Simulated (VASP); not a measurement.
# CdOs (Pm-3m) in VASP: single point with PBE

Aim: the single point of CdOs with PBE.

Everything below comes from runs of VASP 6.6.1. Logs are shortened: lines on timing, memory, paths and dates and some standing lists are left out, and cuts for length are marked.

### Step 1. The cell of the first run

Symmetry: Pm-3m, No. 221, cubic system. Conventional cell: a = 3.228 Å, b = 3.228 Å, c = 3.228 Å, α = 90.00°, β = 90.00°, γ = 90.00°. Within 3.7 Å of Cd (site symmetry m-3m) lie 8 Os at 2.80 Å and 6 Cd at 3.23 Å. Within 3.7 Å of Os (site symmetry m-3m) lie 8 Cd at 2.80 Å and 6 Os at 3.23 Å.

### Step 2. Single point, PBE

Input file INCAR:

```
SYSTEM = CdOs
  ALGO = Normal
  EDIFF = 1E-6
  ENCUT = 540
  GGA = PE
  GGA_COMPAT = .False.
  ISIF = 2
  ISMEAR = 0
  LASPH = .True.
  LCHARG = .False.
  LREAL = .False.
  LWAVE = .False.
  NBANDS = 25
  NELM = 120
  PREC = Accurate
  SIGMA = 0.1
```

Input file KPOINTS:

```
k-points
0
Gamma
  18 18 18
  0 0 0
```

Input file POSCAR:

```
CdOs
1.0
    3.2277027601      0.0000000000      0.0000000000
    0.0000000000      3.2277027601      0.0000000000
    0.0000000000      0.0000000000      3.2277027601
Cd Os
1 1
Direct
    0.0000000000      0.0000000000      0.0000000000
    0.5000000000      0.5000000000      0.5000000000
```

Potentials or basis: VASP PAW PBE potentials, release 64 (Cd_sv_GW, Os_sv_GW).

Started as:

```
$ cat potpaw_PBE.64/Cd_sv_GW/POTCAR potpaw_PBE.64/Os_sv_GW/POTCAR > POTCAR
$ mpirun -np 1 vasp_std > vasp.out
```

OUTCAR:

```text
SYSTEM = CdOs
   EDIFF = 1E-6
   ENCUT = 540
   GGA = PE
   ISIF = 2
   ISMEAR = 0
   LASPH = .True.
   LREAL = .False.
   NELM = 120
   PREC = Accurate

 ion  position               nearest neighbor table
   1  0.000  0.000  0.000-   2 2.80   2 2.80   2 2.80   2 2.80   2 2.80   2 2.80   2 2.80   2 2.80

   2  0.500  0.500  0.500-   1 2.80   1 2.80   1 2.80   1 2.80   1 2.80   1 2.80   1 2.80   1 2.80

  LATTYP: Found a simple cubic cell.
 ALAT       =     3.2277027601

  Lattice vectors:

 A1 = (   3.2277027601,   0.0000000000,   0.0000000000)
 A2 = (   0.0000000000,   3.2277027601,   0.0000000000)
 A3 = (   0.0000000000,   0.0000000000,   3.2277027601)

Analysis of symmetry for initial positions (statically):
=====================================================================
 Subroutine PRICEL returns:
 Original cell was already a primitive cell.

 Routine SETGRP: Setting up the symmetry group for a
 simple cubic supercell.

 Subroutine GETGRP returns: Found 48 space group operations
 (whereof 48 operations were pure point group operations)
 out of a pool of 48 trial point group operations.

The static configuration has the point symmetry O_h .

Analysis of symmetry for dynamics (positions and initial velocities):
=====================================================================
 Subroutine PRICEL returns:
 Original cell was already a primitive cell.

 Routine SETGRP: Setting up the symmetry group for a
 simple cubic supercell.

 Subroutine GETGRP returns: Found 48 space group operations
 (whereof 48 operations were pure point group operations)
 out of a pool of 48 trial point group operations.

The dynamic configuration has the point symmetry O_h .

 Subroutine INISYM returns: Found 48 space group operations
 (whereof 48 operations are pure point group operations),
 and found     1 'primitive' translations

----------------------------------------------------------------------------------------

                                     Primitive cell

  volume of cell :      33.6264

  direct lattice vectors                    reciprocal lattice vectors
     3.227702760  0.000000000  0.000000000     0.309817872  0.000000000  0.000000000
     0.000000000  3.227702760  0.000000000     0.000000000  0.309817872  0.000000000
     0.000000000  0.000000000  3.227702760     0.000000000  0.000000000  0.309817872

  length of vectors
     3.227702760  3.227702760  3.227702760     0.309817872  0.309817872  0.309817872

  position of ions in fractional coordinates (direct lattice)
     0.000000000  0.000000000  0.000000000
     0.500000000  0.500000000  0.500000000

  ion indices of the primitive-cell ions
   primitive index   ion index
                 1           1
                 2           2

----------------------------------------------------------------------------------------

 KPOINTS: k-points

Automatic generation of k-mesh.
 Grid dimensions read from file:
 generate k-points for:   18   18   18

 Generating k-lattice:

  Cartesian coordinates                     Fractional coordinates (reciprocal lattice)
     0.017212104  0.000000000  0.000000000     0.055555556  0.000000000  0.000000000
     0.000000000  0.017212104  0.000000000     0.000000000  0.055555556  0.000000000
     0.000000000  0.000000000  0.017212104     0.000000000  0.000000000  0.055555556

  Length of vectors
     0.017212104  0.017212104  0.017212104

  Shift w.r.t. Gamma in fractional coordinates (k-lattice)
     0.000000000  0.000000000  0.000000000

 Subroutine IBZKPT returns following result:
 ===========================================

 Found    220 irreducible k-points:

 Following reciprocal coordinates:
            Coordinates               Weight
  0.000000  0.000000  0.000000      1.000000
  0.055556  0.000000  0.000000      6.000000
  0.111111  0.000000  0.000000      6.000000
  0.166667  0.000000  0.000000      6.000000
  0.222222  0.000000  0.000000      6.000000
  0.277778  0.000000  0.000000      6.000000
[... 16 lines left out ...]
  0.277778  0.111111  0.000000     24.000000
  0.333333  0.111111  0.000000     24.000000
 [... further k-points ...]
   k-points           NKPTS =    220   k-points in BZ     NKDIM =    220   number of bands    NBANDS=     25
   number of dos      NEDOS =    301   number of ions     NIONS =      2
   total plane-waves  NPLWV =  13824
   dimension x,y,z NGX =    24 NGY =   24 NGZ =   24
   dimension x,y,z NGXF=    48 NGYF=   48 NGZF=   48
   ions per type =               1   1
   NGX,Y,Z   is equivalent  to a cutoff of  12.36, 12.36, 12.36 a.u.
   NGXF,Y,Z  is equivalent  to a cutoff of  24.72, 24.72, 24.72 a.u.
 SYSTEM =  CdOs
   PREC   = accura    normal or accurate (medium, high low for compatibility)
   ISTART =      0    job   : 0-new  1-cont  2-samecut
   ICHARG =      2    charge: 1-file 2-atom 10-const
   ISPIN  =      1    spin polarized calculation?
   LNONCOLLINEAR =      F non collinear calculations
   LSORBIT =      F    spin-orbit coupling
   LASPH  =      T    aspherical Exc in radial PAW
   ENCUT  =  540.0 eV  39.69 Ry    6.30 a.u.   6.12  6.12  6.12*2*pi/ulx,y,z
   NELM   =    120;   NELMIN=  2; NELMDL= -5     # of ELM steps
   EDIFF  = 0.1E-05   stopping-criterion for ELM
   LREAL  =      F    real-space projection
   EDIFFG = 0.1E-04   stopping-criterion for IOM
   NSW    =      0    number of steps for IOM
   IBRION =     -1    ionic relax: 0-MD 1-quasi-New 2-CG
   NFREE  =      0    steps in history (QN), initial steepest desc. (CG)
   ISIF   =      2    stress and relaxation
   ISYM   =      2    0-nonsym 1-usesym 2-fastsym
   POTIM  = 0.5000    time-step for ionic-motion
   TEBEG  =    0.0;   TEEND  =   0.0 temperature during run
   PSTRESS=    0.0 pullay stress
   NELECT =      36.0000    total number of electrons
   NUPDOWN=      -1.0000    fix difference up-down
   EMIN   =  10.00;   EMAX   =-10.00  energy-range for DOS
   EFERMI =   0.00;   METHOD = LEGACY
   ISMEAR =     0;   SIGMA  =   0.10  broadening in eV -4-tet -1-fermi 0-gaus
   EFERMI_NEDOS =   21; number of points for ismear=-14 and -15
   IALGO  =     38    algorithm
   IMIX   =      4    mixing-type and parameters
     AMIX     =   0.40;   BMIX     =  1.00
     AMIX_MAG =   1.60;   BMIX_MAG =  1.00
  volume/ion in A,a.u.               =      16.81       113.46
  Fermi-wavevector in a.u.,A,eV,Ry     =   1.674745  3.164810 38.161243  2.804772
  Thomas-Fermi vector in A             =   2.759487
   LORBIT       =      0    0 simple, 1 ext, 2 COOP (PROOUT), +10 PAW based schemes
   GGA     = PE    functional components
   LHFCALC =     F    Hartree Fock is set to
   AEXX    =    0.0000 exact exchange contribution
   IVDW    =     0    specifies the selected vdW correction
   LEPSILON=     F    determine dielectric tensor
   LRPA    =     F    only Hartree local field effects (RPA)
 non-spin polarized calculation
 Gauss-broadening in eV      SIGMA  =   0.10
  energy-cutoff  :      540.00
  volume of cell :       33.63
 maximum number of plane-waves:       976
   NGX = 13   NGY = 13   NGZ = 13

 number of electron      36.0000000 magnetization

 Free energy of the ion-electron system (eV)
  ---------------------------------------------------
  ext. energy  EPLUGINS =         0.00000000
  ---------------------------------------------------
  free energy    TOTEN  =       -11.04311181 eV

  energy without entropy =      -11.01916224  energy(sigma->0) =      -11.03113702

 E-fermi :   9.1713     XC(G=0): -13.1063

 val. band max:        9.1692758371   @ k =   0.5000   0.2222   0.0556
 cond. band min:       9.1734438472   @ k =   0.3333   0.3333   0.0000
 fundamental gap:      0.0041680101
 Fermi energy:         9.1712550056

 k-point     1 :       0.0000    0.0000    0.0000
  band No.  band energies     occupation
      1     -93.0117      2.00000
      2     -76.3330      2.00000
      3     -54.0516      2.00000
      4     -54.0516      2.00000
      5     -54.0516      2.00000
      6     -35.6935      2.00000
[... 17 lines left out ...]
     24      24.1945      0.00000
     25      24.1946      0.00000

 k-point     2 :       0.0556    0.0000    0.0000
  band No.  band energies     occupation
      1     -93.0117      2.00000
      2     -76.3330      2.00000
      3     -54.0519      2.00000
      4     -54.0515      2.00000
      5     -54.0515      2.00000
      6     -35.6962      2.00000
[... 17 lines left out ...]
     24      23.9439      0.00000
     25      24.3148      0.00000

 k-point     3 :       0.1111    0.0000    0.0000
  band No.  band energies     occupation
      1     -93.0117      2.00000
      2     -76.3330      2.00000
      3     -54.0535      2.00000
      4     -54.0517      2.00000
      5     -54.0517      2.00000
      6     -35.7047      2.00000
[... 17 lines left out ...]
     24      23.4470      0.00000
     25      24.7890      0.00000

 k-point     4 :       0.1667    0.0000    0.0000
  band No.  band energies     occupation
      1     -93.0117      2.00000
      2     -76.3328      2.00000
      3     -54.0552      2.00000
      4     -54.0518      2.00000
      5     -54.0518      2.00000
      6     -35.7167      2.00000
[... 17 lines left out ...]
     24      22.9188      0.00000
     25      25.9252      0.00000

 k-point     5 :       0.2222    0.0000    0.0000
  band No.  band energies     occupation
      1     -93.0115      2.00000
      2     -76.3323      2.00000
      3     -54.0572      2.00000
      4     -54.0514      2.00000
      5     -54.0514      2.00000
      6     -35.7315      2.00000
[... 17 lines left out ...]
     24      22.4297      0.00000
     25      26.4049      0.00000

 k-point     6 :       0.2778    0.0000    0.0000
  band No.  band energies     occupation
      1     -93.0114      2.00000
      2     -76.3317      2.00000
      3     -54.0589      2.00000
      4     -54.0511      2.00000
      5     -54.0511      2.00000
      6     -35.7468      2.00000
[... 17 lines left out ...]
     24      22.0844      0.00000
     25      26.2396      0.00000
[... 393 lines left out ...]
 k-point    21 :       0.1667    0.1111    0.0000
  band No.  band energies     occupation
      1     -93.0115      2.00000
      2     -76.3323      2.00000
      3     -54.0548      2.00000
      4     -54.0530      2.00000
      5     -54.0514      2.00000
      6     -35.7157      2.00000
[... 17 lines left out ...]
     24      23.7751      0.00000
     25      25.0045      0.00000

 k-point    22 :       0.2222    0.1111    0.0000
  band No.  band energies     occupation
      1     -93.0114      2.00000
      2     -76.3318      2.00000
      3     -54.0568      2.00000
      4     -54.0526      2.00000
      5     -54.0512      2.00000
      6     -35.7303      2.00000
[... 17 lines left out ...]
     24      23.6177      0.00000
     25      25.2065      0.00000

 k-point    23 :       0.2778    0.1111    0.0000
  band No.  band energies     occupation
      1     -93.0113      2.00000
      2     -76.3313      2.00000
      3     -54.0589      2.00000
      4     -54.0523      2.00000
      5     -54.0509      2.00000
      6     -35.7458      2.00000
[... 17 lines left out ...]
     24      23.5430      0.00000
     25      24.4644      0.00000

 k-point    24 :       0.3333    0.1111    0.0000
  band No.  band energies     occupation
      1     -93.0112      2.00000
      2     -76.3309      2.00000
      3     -54.0610      2.00000
      4     -54.0521      2.00000
      5     -54.0507      2.00000
      6     -35.7605      2.00000
[... 17 lines left out ...]
     24      23.2771      0.00000
     25      23.7668      0.00000

 [... further k-points ...]

------------------------ aborting loop because EDIFF is reached ----------------------------------------

  FORCE on cell =-STRESS in cart. coord.  units (eV):
  Direction    XX          YY          ZZ          XY          YZ          ZX
  --------------------------------------------------------------------------------------
  -------------------------------------------------------------------------------------
  Total       -0.4817139     -0.4817139     -0.4817139     -0.0000000     -0.0000000     -0.0000000
  in kB      -22.9519282    -22.9519282    -22.9519282     -0.0000000     -0.0000000     -0.0000000
  external PRESSURE =     -22.9519282 kB  Pullay stress =       0.0000000 kB

 VOLUME and BASIS-vectors are now :
 -----------------------------------------------------------------------------
  energy-cutoff  :      540.00
  volume of cell :       33.63
      direct lattice vectors                 reciprocal lattice vectors
     3.227702760  0.000000000  0.000000000     0.309817872  0.000000000  0.000000000
     0.000000000  3.227702760  0.000000000     0.000000000  0.309817872  0.000000000
     0.000000000  0.000000000  3.227702760     0.000000000  0.000000000  0.309817872

 POSITION                                       TOTAL-FORCE (eV/Angst)
 -----------------------------------------------------------------------------------
      0.00000      0.00000      0.00000         0.000000      0.000000      0.000000
      1.61385      1.61385      1.61385         0.000000      0.000000      0.000000
 -----------------------------------------------------------------------------------
    total drift:                                0.000000      0.000000     -0.000000

  FREE ENERGIE OF THE ION-ELECTRON SYSTEM (eV)
  ---------------------------------------------------
  free  energy   TOTEN  =       -11.0431118092 eV

  energy  without entropy=      -11.0191622354  energy(sigma->0) =      -11.03113702
```

It took 6.4 min on 1 thread of AMD EPYC 7R43 (Zen 3), shared host; peak memory 0.3 GiB.

What came out:

- Free energy: -11.0431 eV
- Pressure: -2.3 GPa
- Band gap on the k mesh: zero (bands 18 and 19 overlap by 2.11 eV)

Caveat: spin-orbit coupling is left out, which moves the levels of the heavy elements.
